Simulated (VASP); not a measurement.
A run of VASP 6.6.1:

The input INCAR:

```
PREC = Accurate
ENCUT = 1000
EDIFF = 1E-6
ISMEAR = -1
SIGMA = 0.02
LREAL = Auto
LASPH = True
NELM = 120
ALGO = Normal
ISIF = 2
LWAVE = False
LCHARG = False
GGA = PE
NBANDS = 72
GGA_COMPAT = False
```

KPOINTS

```
regular mesh
0
Gamma
  1 1 1
```

Contents of POSCAR:

```
H3C2N
1.0
    8.0517480000      0.0000000000      0.0000000000
    0.0000000000      8.0517480000      0.0000000000
    0.0000000000      0.0000000000      8.0517480000
C N H
12 6 18
Direct
    0.2732077556      0.5942933137      0.7490671591
    0.3986463560      0.4640731429      0.7428076487
    0.2019809860      0.8583353577      0.3034744754
    0.1388518369      0.9012080358      0.4672028981
    0.7823642767      0.3464340911      0.4781943002
    0.9412490306      0.3958395121      0.4056510462
    0.6825226025      0.9708326689      0.8103085193
    0.8192506770      0.9024251628      0.9031827623
    0.1928897924      0.2070109497      0.0403639061
    0.3654237564      0.1624367777      0.0782687188
    0.6593723500      0.5144721370      0.1067842660
    0.6499706648      0.6391407183      0.2290682719
    0.4788401227      0.3406092689      0.7373802558
    0.0911354901      0.9252525042      0.6017947904
    1.0786850259      0.4359674446      0.3727637775
    0.9140499678      0.8254605087      0.9798741838
    0.4993822459      0.1272021926      0.1127705437
    0.5887541438      0.7102184519      0.3415159044
    0.3299283584      0.7187631804      0.7863013100
    0.2162387596      0.6053468141      0.6307574455
    0.1822709802      0.5509362687      0.8411713829
    0.1161983708      0.9060517045      0.2077064508
    0.3285000971      0.9001026858      0.2703263937
    0.1962431015      0.7243271896      0.2855280617
    0.6806844924      0.4318565360      0.4549695296
    0.7496260439      0.2180644501      0.4378800727
    0.7984477408      0.3459869832      0.6162140196
    0.7078090372      1.0798400546      0.7314560764
    0.6454002286      0.8749652870      0.7272085515
    0.5846308156      1.0203001882      0.8975566548
    0.1505263205      0.1285807753     -0.0689663909
    0.1308411540      0.1910020035      0.1587232983
    0.1902940827      0.3399882858      0.0062346710
    0.7880400629      0.5168070337      0.0639488469
    0.6286833617      0.3894806445      0.1661005784
    0.5816625160      0.5458938854      0.0026081293
```

Potentials or basis: VASP PAW PBE potentials, release 64 (C_h, N_h, H_h).

Command:

```bash
$ cat potpaw_PBE.64/C_h/POTCAR potpaw_PBE.64/N_h/POTCAR potpaw_PBE.64/H_h/POTCAR > POTCAR
$ mpirun -np 1 vasp_gam > vasp.out
```

Hardware: 1 thread of AMD EPYC 7R13 Processor (Zen 3), with other jobs on the host.

**Question.** How long does it take, and how much memory?

**Answer.** Run time: 3.8 min on 1 thread of AMD EPYC 7R13 Processor (Zen 3), on a shared host, peak memory 1 GiB. Counts: scf iterations 18, k points 1.
